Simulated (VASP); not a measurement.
# MnO (Fm-3m) in VASP: notebook

MnO is run at these levels: RPBE+D4+U; tasks: single point.

Program: VASP 6.6.1. These are calculated values, not measurements. Logs are shortened: lines on timing, memory, paths and dates and some standing lists are left out, and cuts for length are marked.

## 1. The cell of the first run

It takes space group Fm-3m (No. 225, cubic). Conventional cell: a = 4.458 Å, b = 4.458 Å, c = 4.458 Å, α = 90.00°, β = 90.00°, γ = 90.00°. Within 2.9 Å of Mn (site symmetry m-3m) lie 6 O at 2.23 Å. Within 2.9 Å of O (site symmetry m-3m) lie 6 Mn at 2.23 Å.

## 2. Single point, RPBE+D4+U, collinear spin, ferromagnetic start (11.07 Å³/atom)

The input, INCAR:

```
SYSTEM = MnO
PREC = Accurate ; ENCUT = 520
EDIFF = 1E-6 ; ISMEAR = 0
SIGMA = 0.05 ; LREAL = .FALSE.
LASPH = .TRUE. ; NELM = 150
ALGO = Normal ; ISIF = 2
LWAVE = .FALSE. ; LCHARG = .TRUE.
ISPIN = 2 ; MAGMOM = 4.72 0.18
LORBIT = 11 ; LMAXMIX = 4
LDAU = .TRUE. ; LDAUTYPE = 2
LDAUL = 2 -1 ; LDAUU = 3.9 0
LDAUJ = 0 0 ; LDAUPRINT = 1
GGA = RP ; IVDW = 13
LELF = .TRUE. ; LVHAR = .TRUE.
NBANDS = 20
```

The input, KPOINTS:

```
Automatic mesh
0
G
  10 10 10
  0 0 0
```

The input, POSCAR:

```
MnO
1.0
    0.0000000000      2.2288111367      2.2288111367
    2.2288111367      0.0000000000      2.2288111367
    2.2288111367      2.2288111367      0.0000000000
Mn O
1 1
Direct
    0.0000000000      0.0000000000      0.0000000000
    0.5000000000      0.5000000000      0.5000000000
```

Potentials or basis: VASP PAW PBE potentials, release 64 (Mn_pv, O).

Launch:

```bash
$ cat potpaw_PBE.64/Mn_pv/POTCAR potpaw_PBE.64/O/POTCAR > POTCAR
$ mpirun -np 1 vasp_std > vasp.out
```

OUTCAR:

```text
SYSTEM = MnO
   PREC = Accurate
   ENCUT = 520
   EDIFF = 1E-6
   ISMEAR = 0
   LREAL = .FALSE.
   LASPH = .TRUE.
   NELM = 150
   ISIF = 2
   ISPIN = 2
   LORBIT = 11
   GGA = RP
   IVDW = 13

 ion  position               nearest neighbor table
   1  0.000  0.000  0.000-   2 2.23   2 2.23   2 2.23   2 2.23   2 2.23   2 2.23
   2  0.500  0.500  0.500-   1 2.23   1 2.23   1 2.23   1 2.23   1 2.23   1 2.23

  LATTYP: Found a face centered cubic cell.
 ALAT       =     4.4576222734

  Lattice vectors:

 A1 = (   0.0000000000,   2.2288111367,   2.2288111367)
 A2 = (   2.2288111367,   0.0000000000,   2.2288111367)
 A3 = (   2.2288111367,   2.2288111367,   0.0000000000)

Analysis of symmetry for initial positions (statically):
=====================================================================
 Subroutine PRICEL returns:
 Original cell was already a primitive cell.

 Routine SETGRP: Setting up the symmetry group for a
 face centered cubic supercell.

 Subroutine GETGRP returns: Found 48 space group operations
 (whereof 48 operations were pure point group operations)
 out of a pool of 48 trial point group operations.

The static configuration has the point symmetry O_h .

Analysis of symmetry for dynamics (positions and initial velocities):
=====================================================================
 Subroutine PRICEL returns:
 Original cell was already a primitive cell.

 Routine SETGRP: Setting up the symmetry group for a
 face centered cubic supercell.

 Subroutine GETGRP returns: Found 48 space group operations
 (whereof 48 operations were pure point group operations)
 out of a pool of 48 trial point group operations.

The dynamic configuration has the point symmetry O_h .

Analysis of structural, dynamic, and magnetic symmetry:
=====================================================================
 Subroutine PRICEL returns:
 Original cell was already a primitive cell.

 Routine SETGRP: Setting up the symmetry group for a
 face centered cubic supercell.

 Subroutine GETGRP returns: Found 48 space group operations
 (whereof 48 operations were pure point group operations)
 out of a pool of 48 trial point group operations.

The overall configuration has the point symmetry O_h .

 Subroutine INISYM returns: Found 48 space group operations
 (whereof 48 operations are pure point group operations),
 and found     1 'primitive' translations

----------------------------------------------------------------------------------------

                                     Primitive cell

  volume of cell :      22.1437

  direct lattice vectors                    reciprocal lattice vectors
     0.000000000  2.228811137  2.228811137    -0.224334845  0.224334845  0.224334845
     2.228811137  0.000000000  2.228811137     0.224334845 -0.224334845  0.224334845
     2.228811137  2.228811137  0.000000000     0.224334845  0.224334845 -0.224334845

  length of vectors
     3.152014937  3.152014937  3.152014937     0.388559349  0.388559349  0.388559349

  position of ions in fractional coordinates (direct lattice)
     0.000000000  0.000000000  0.000000000
     0.500000000  0.500000000  0.500000000

  ion indices of the primitive-cell ions
   primitive index   ion index
                 1           1
                 2           2

----------------------------------------------------------------------------------------

 KPOINTS: Automatic mesh

Automatic generation of k-mesh.
 Grid dimensions read from file:
 generate k-points for:   10   10   10

 Generating k-lattice:

  Cartesian coordinates                     Fractional coordinates (reciprocal lattice)
    -0.022433484  0.022433484  0.022433484     0.100000000  0.000000000  0.000000000
     0.022433484 -0.022433484  0.022433484     0.000000000  0.100000000  0.000000000
     0.022433484  0.022433484 -0.022433484     0.000000000  0.000000000  0.100000000

  Length of vectors
     0.038855935  0.038855935  0.038855935

  Shift w.r.t. Gamma in fractional coordinates (k-lattice)
     0.000000000  0.000000000  0.000000000

 Subroutine IBZKPT returns following result:
 ===========================================

 Found     47 irreducible k-points:

 Following reciprocal coordinates:
            Coordinates               Weight
  0.000000  0.000000  0.000000      1.000000
  0.100000  0.000000  0.000000      8.000000
  0.200000  0.000000  0.000000      8.000000
  0.300000  0.000000  0.000000      8.000000
  0.400000  0.000000  0.000000      8.000000
  0.500000  0.000000  0.000000      4.000000
[... 16 lines left out ...]
  0.300000  0.300000  0.000000      6.000000
  0.400000  0.300000  0.000000     24.000000
 [... further k-points ...]
   k-points           NKPTS =     47   k-points in BZ     NKDIM =     47   number of bands    NBANDS=     20
   number of dos      NEDOS =    301   number of ions     NIONS =      2
   total plane-waves  NPLWV =  13824
   dimension x,y,z NGX =    24 NGY =   24 NGZ =   24
   dimension x,y,z NGXF=    48 NGYF=   48 NGZF=   48
   ions per type =               1   1
   NGX,Y,Z   is equivalent  to a cutoff of  12.66, 12.66, 12.66 a.u.
   NGXF,Y,Z  is equivalent  to a cutoff of  25.32, 25.32, 25.32 a.u.
 SYSTEM =  MnO
   PREC   = accura    normal or accurate (medium, high low for compatibility)
   ISTART =      0    job   : 0-new  1-cont  2-samecut
   ICHARG =      2    charge: 1-file 2-atom 10-const
   ISPIN  =      2    spin polarized calculation?
   LNONCOLLINEAR =      F non collinear calculations
   LSORBIT =      F    spin-orbit coupling
   LASPH  =      T    aspherical Exc in radial PAW
   ENCUT  =  520.0 eV  38.22 Ry    6.18 a.u.   5.86  5.86  5.86*2*pi/ulx,y,z
   NELM   =    150;   NELMIN=  2; NELMDL= -5     # of ELM steps
   EDIFF  = 0.1E-05   stopping-criterion for ELM
   LREAL  =      F    real-space projection
   EDIFFG = 0.1E-04   stopping-criterion for IOM
   NSW    =      0    number of steps for IOM
   IBRION =     -1    ionic relax: 0-MD 1-quasi-New 2-CG
   NFREE  =      0    steps in history (QN), initial steepest desc. (CG)
   ISIF   =      2    stress and relaxation
   ISYM   =      2    0-nonsym 1-usesym 2-fastsym
   POTIM  = 0.5000    time-step for ionic-motion
   TEBEG  =    0.0;   TEEND  =   0.0 temperature during run
   PSTRESS=    0.0 pullay stress
   NELECT =      19.0000    total number of electrons
   NUPDOWN=      -1.0000    fix difference up-down
   EMIN   =  10.00;   EMAX   =-10.00  energy-range for DOS
   EFERMI =   0.00;   METHOD = LEGACY
   ISMEAR =     0;   SIGMA  =   0.05  broadening in eV -4-tet -1-fermi 0-gaus
   EFERMI_NEDOS =   21; number of points for ismear=-14 and -15
   IALGO  =     38    algorithm
   IMIX   =      4    mixing-type and parameters
     AMIX     =   0.40;   BMIX     =  1.00
     AMIX_MAG =   1.60;   BMIX_MAG =  1.00
  volume/ion in A,a.u.               =      11.07        74.72
  Fermi-wavevector in a.u.,A,eV,Ry     =   1.555641  2.939736 32.926364  2.420019
  Thomas-Fermi vector in A             =   2.659553
   LORBIT       =     11    0 simple, 1 ext, 2 COOP (PROOUT), +10 PAW based schemes
 LDA+U is selected, type is set to LDAUTYPE =  2
   angular momentum for each species LDAUL =     2   -1
   U (eV)           for each species LDAUU =   3.9  0.0
   J (eV)           for each species LDAUJ =   0.0  0.0
   GGA     = RP    functional components
   LHFCALC =     F    Hartree Fock is set to
   AEXX    =    0.0000 exact exchange contribution
   IVDW    =    13    specifies the selected vdW correction
   LEPSILON=     F    determine dielectric tensor
   LRPA    =     F    only Hartree local field effects (RPA)
 spin polarized calculation
 Gauss-broadening in eV      SIGMA  =   0.05
  energy-cutoff  :      520.00
  volume of cell :       22.14
 maximum number of plane-waves:       610
   NGX = 11   NGY = 11   NGZ = 11

atom =   1  type =  1  l = 2

 onsite density matrix

spin component  1

  0.9410 -0.0000 -0.0000 -0.0000  0.0000
 -0.0000  0.9410 -0.0000 -0.0000  0.0000
 -0.0000 -0.0000  0.9765 -0.0000  0.0000
 -0.0000 -0.0000 -0.0000  0.9410 -0.0000
  0.0000  0.0000  0.0000 -0.0000  0.9765

spin component  2

  0.0181  0.0000  0.0000  0.0000  0.0000
  0.0000  0.0181  0.0000 -0.0000  0.0000
  0.0000  0.0000  0.0705  0.0000 -0.0000
  0.0000 -0.0000  0.0000  0.0181  0.0000
  0.0000  0.0000 -0.0000  0.0000  0.0705

 occupancies and eigenvectors

  o =  0.0181  v =  0.0000  0.0000  0.0000  0.0000  0.0000  1.0000 -0.0007 -0.0000 -0.0039 -0.0000      0.0000  0.0000  0.0000  0.0000  0.0000  0.0000  0.0000  0.0000  0.0000  0.0000
  o =  0.0181  v =  0.0000  0.0000  0.0000  0.0000  0.0000 -0.0007 -1.0000  0.0000 -0.0063 -0.0000      0.0000  0.0000  0.0000  0.0000  0.0000  0.0000  0.0000  0.0000  0.0000  0.0000
  o =  0.0181  v =  0.0000  0.0000  0.0000  0.0000  0.0000 -0.0039  0.0063  0.0000 -1.0000  0.0000      0.0000  0.0000  0.0000  0.0000  0.0000  0.0000  0.0000  0.0000  0.0000  0.0000
  o =  0.0705  v =  0.0000  0.0000  0.0000  0.0000  0.0000  0.0000 -0.0000  0.0071  0.0000  1.0000      0.0000  0.0000  0.0000  0.0000  0.0000  0.0000  0.0000  0.0000  0.0000  0.0000
  o =  0.0705  v =  0.0000  0.0000  0.0000  0.0000  0.0000 -0.0000 -0.0000 -1.0000 -0.0000  0.0071      0.0000  0.0000  0.0000  0.0000  0.0000  0.0000  0.0000  0.0000  0.0000  0.0000
  o =  0.9410  v =  0.0000  0.1750 -0.0000  0.9846  0.0000  0.0000  0.0000  0.0000  0.0000  0.0000      0.0000  0.0000  0.0000  0.0000  0.0000  0.0000  0.0000  0.0000  0.0000  0.0000
  o =  0.9410  v =  0.0000 -0.9846 -0.0000  0.1750  0.0000  0.0000  0.0000  0.0000  0.0000  0.0000      0.0000  0.0000  0.0000  0.0000  0.0000  0.0000  0.0000  0.0000  0.0000  0.0000
  o =  0.9410  v =  1.0000  0.0000  0.0000  0.0000  0.0000  0.0000  0.0000  0.0000  0.0000  0.0000      0.0000  0.0000  0.0000  0.0000  0.0000  0.0000  0.0000  0.0000  0.0000  0.0000
  o =  0.9765  v =  0.0000 -0.0000 -1.0000 -0.0000  0.0078  0.0000  0.0000  0.0000  0.0000  0.0000      0.0000  0.0000  0.0000  0.0000  0.0000  0.0000  0.0000  0.0000  0.0000  0.0000
  o =  0.9765  v =  0.0000  0.0000  0.0078 -0.0000  1.0000  0.0000  0.0000  0.0000  0.0000  0.0000      0.0000  0.0000  0.0000  0.0000  0.0000  0.0000  0.0000  0.0000  0.0000  0.0000

 number of electron      18.9999990 magnetization       5.0000073

 Free energy of the ion-electron system (eV)
  ---------------------------------------------------
  ext. energy  EPLUGINS =         0.00000000
  ---------------------------------------------------
  free energy    TOTEN  =       -14.80183275 eV

  energy without entropy =      -14.80183248  energy(sigma->0) =      -14.80183262

 E-fermi :   7.0597     XC(G=0): -11.5391

 val. band max:        6.9301672530   @ k =   0.5000   0.0000   0.0000
 cond. band min:       7.1686053776   @ k =   0.0000   0.0000   0.0000
 fundamental gap:      0.2384381246
 Fermi energy:         7.0596516537

 spin component 1

 k-point     1 :       0.0000    0.0000    0.0000
  band No.  band energies     occupation
      1     -42.8924      1.00000
      2     -42.8924      1.00000
      3     -42.8924      1.00000
      4     -12.3863      1.00000
      5       2.7507      1.00000
      6       2.7507      1.00000
[... 12 lines left out ...]
     19      27.2682      0.00000
[... 513 lines left out ...]
      4     -11.6037      1.00000
      5       0.3891      1.00000
      6       1.8077      1.00000
[... 12 lines left out ...]
     19      31.8043      0.00000
     20      33.8247      0.00000

 [... further k-points ...]

 spin component 2

 k-point     1 :       0.0000    0.0000    0.0000
  band No.  band energies     occupation
      1     -37.8790      1.00000
      2     -37.8789      1.00000
      3     -37.8789      1.00000
      4     -12.0291      1.00000
      5       4.5044      1.00000
      6       4.5044      1.00000
[... 12 lines left out ...]
     19      29.9963      0.00000
[... 513 lines left out ...]
      4     -11.2101      1.00000
      5       1.5557      1.00000
      6       3.4394      1.00000
[... 12 lines left out ...]
     19      33.6628      0.00000
     20      35.3244      0.00000

 [... further k-points ...]

------------------------ aborting loop because EDIFF is reached ----------------------------------------

  DFT-D4 for vdW energy calculation

  Edisp (eV):   -1.33365

  FORCE on cell =-STRESS in cart. coord.  units (eV):
  Direction    XX          YY          ZZ          XY          YZ          ZX
  --------------------------------------------------------------------------------------
  -------------------------------------------------------------------------------------
  Total       0.63548     0.63548     0.63548     0.00000     0.00000     0.00000
  in kB      45.97961    45.97961    45.97961     0.00000     0.00000     0.00000
  external pressure =       45.98 kB  Pullay stress =        0.00 kB

 VOLUME and BASIS-vectors are now :
 -----------------------------------------------------------------------------
  energy-cutoff  :      520.00
  volume of cell :       22.14
      direct lattice vectors                 reciprocal lattice vectors
     0.000000000  2.228811137  2.228811137    -0.224334845  0.224334845  0.224334845
     2.228811137  0.000000000  2.228811137     0.224334845 -0.224334845  0.224334845
     2.228811137  2.228811137  0.000000000     0.224334845  0.224334845 -0.224334845

 POSITION                                       TOTAL-FORCE (eV/Angst)
 -----------------------------------------------------------------------------------
      0.00000      0.00000      0.00000         0.000000      0.000000      0.000000
      2.22881      2.22881      2.22881         0.000000      0.000000      0.000000
 -----------------------------------------------------------------------------------
    total drift:                                0.000000     -0.000000     -0.000000

  FREE ENERGIE OF THE ION-ELECTRON SYSTEM (eV)
  ---------------------------------------------------
  free  energy   TOTEN  =       -16.1354854972 eV

  energy  without entropy=      -16.1354852319  energy(sigma->0) =      -16.13548536

 total charge

# of ion       s       p       d       tot
------------------------------------------
    1        0.203   6.178   4.952  11.333
    2        1.560   3.463   0.000   5.023
--------------------------------------------------
tot          1.762   9.642   4.952  16.356

 magnetization (x)

# of ion       s       p       d       tot
------------------------------------------
    1        0.033   0.028   4.571   4.632
    2        0.023   0.122   0.000   0.145
--------------------------------------------------
tot          0.055   0.150   4.571   4.777
```

Wall time 22 s (1 thread of AMD EPYC 9R45 (Zen 5), shared host); peak memory 0.14 GiB.

What came out:

| Quantity | Value |
| --- | --- |
| Free energy | -16.1355 eV |
| Pressure | 4.6 GPa |
| Band gap on the k mesh | 0.24 eV (least direct gap 2.66 eV) |
| Net moment | 5.00 μB per cell |
| Site moments | Mn +4.63; O +0.14 μB |
| Valence electrons inside the program's atomic spheres | Mn 11.33; O 5.02 |
| Dispersion energy per atom | -0.667 eV |

Levels at points of the mesh, in eV from the valence-band top:
Spin up:
```csv
k point,band 10,band 11,band 12,band 13,band 14,band 15
"(0.00, 0.00, 0.00)",-2.71,-2.71,-2.71,0.24,14.67,16.35
"(0.50, 0.00, 0.00)",-2.55,0.00,0.00,4.23,8.51,12.58
"(0.50, 0.50, 0.00)",-3.15,-3.15,-3.04,5.67,8.71,10.42
```
Spin down:
| k point | band 3 | band 4 | band 5 | band 6 | band 7 | band 8 | band 9 | band 10 | band 11 | band 12 |
| --- | --- | --- | --- | --- | --- | --- | --- | --- | --- | --- |
| (0.00, 0.00, 0.00) | -44.81 | -18.96 | -2.43 | -2.43 | -2.43 | 1.72 | 3.36 | 3.36 | 3.36 | 3.92 |
| (0.50, 0.00, 0.00) | -44.82 | -18.03 | -6.30 | -3.60 | -3.60 | 4.41 | 4.72 | 4.72 | 5.40 | 6.00 |
| (0.50, 0.50, 0.00) | -44.84 | -18.00 | -5.49 | -3.41 | -3.41 | 1.48 | 4.56 | 4.60 | 5.24 | 5.24 |

Eigenvalues of the final occupation matrices:
```
    site  spin  trace               eigenvalues
site 1 d     1   4.78  0.94 0.94 0.94 0.98 0.98
site 1 d     2   0.20  0.02 0.02 0.02 0.07 0.07
```

Caveat: the cell stands under pressure; the PAW data sets were made with another functional, which shifts forces and pressure a little; a cell with one magnetic atom can't hold antiferromagnetic order, which such compounds often take. A k mesh can miss the band edges.

## 3. Single point, RPBE+D4+U, collinear spin, ferromagnetic start (11.30 Å³/atom)

This run uses another cell than the first one, of 11.30 Å³/atom.

The input, INCAR:

```
SYSTEM = MnO
ALGO = Normal
EDIFF = 1E-6
ENCUT = 520
GGA = RP
ISIF = 2
ISMEAR = 0
ISPIN = 2
IVDW = 13
LASPH = .True.
LCHARG = .False.
LDAU = .True.
LDAUJ = 0 0
LDAUL = 2 -1
LDAUPRINT = 1
LDAUTYPE = 2
LDAUU = 3.9 0
LMAXMIX = 4
LORBIT = 11
LREAL = .False.
LWAVE = .False.
MAGMOM = 4.74 0.17
NBANDS = 20
NELM = 150
PREC = Accurate
SIGMA = 0.05
```

The input, KPOINTS:

```
k-points
0
Gamma
  10 10 10
  0 0 0
```

The input, POSCAR:

```
MnO
1.0
    0.0000000000      2.2441827338      2.2441827338
    2.2441827338      0.0000000000      2.2441827338
    2.2441827338      2.2441827338      0.0000000000
Mn O
1 1
Direct
    0.0000000000      0.0000000000      0.0000000000
    0.5000000000      0.5000000000      0.5000000000
```

Potentials or basis: VASP PAW PBE potentials, release 64 (Mn_pv, O).

Launch:

```bash
$ cat potpaw_PBE.64/Mn_pv/POTCAR potpaw_PBE.64/O/POTCAR > POTCAR
$ mpirun -np 1 vasp_std > vasp.out
```

Run time: 21 s. Hardware: 1 thread of AMD EPYC 9R45 (Zen 5), shared host; peak memory 0.14 GiB.

The run converged. Its results:

```
Free energy                                           : -16.1446 eV
Pressure                                              : 1.4 GPa
Band gap on the k mesh                                : 0.20 eV (least direct gap 2.51 eV)
Net moment                                            : 5.00 μB per cell
Site moments                                          : Mn +4.64; O +0.14 μB
Valence electrons inside the program's atomic spheres : Mn 11.31; O 5.01
Dispersion energy per atom                            : -0.658 eV
```

Levels at points of the mesh, in eV from the valence-band top:
Spin up:
```
           k point  band 9  band 10  band 11  band 12  band 13  band 14  band 15  band 16
(0.00, 0.00, 0.00)   -3.80    -2.58    -2.58    -2.58     0.20    14.67    16.25    16.25
(0.50, 0.00, 0.00)   -3.37    -2.53     0.00     0.00     4.24     8.39    12.49    12.49
(0.50, 0.50, 0.00)   -3.44    -3.14    -3.14    -3.04     5.57     8.64    10.38    14.26
```
Spin down:
```
           k point  band 3  band 4  band 5  band 6  band 7  band 8  band 9  band 10  band 11  band 12
(0.00, 0.00, 0.00)  -44.78  -18.76   -2.31   -2.31   -2.31    1.67    3.43     3.43     3.43     3.98
(0.50, 0.00, 0.00)  -44.79  -17.87   -6.11   -3.44   -3.44    4.44    4.75     4.75     5.39     5.99
(0.50, 0.50, 0.00)  -44.80  -17.84   -5.32   -3.27   -3.27    1.60    4.60     4.60     5.25     5.25
```

Eigenvalues of the final occupation matrices:
| site | spin | trace | eigenvalues |
| --- | --- | --- | --- |
| site 1 d | 1 | 4.77 | 0.94 0.94 0.94 0.97 0.97 |
| site 1 d | 2 | 0.19 | 0.02 0.02 0.02 0.07 0.07 |

Caveat: the PAW data sets were made with another functional, which shifts forces and pressure a little; a cell with one magnetic atom can't hold antiferromagnetic order, which such compounds often take. The state reached can hang on the start; a lower one may exist.
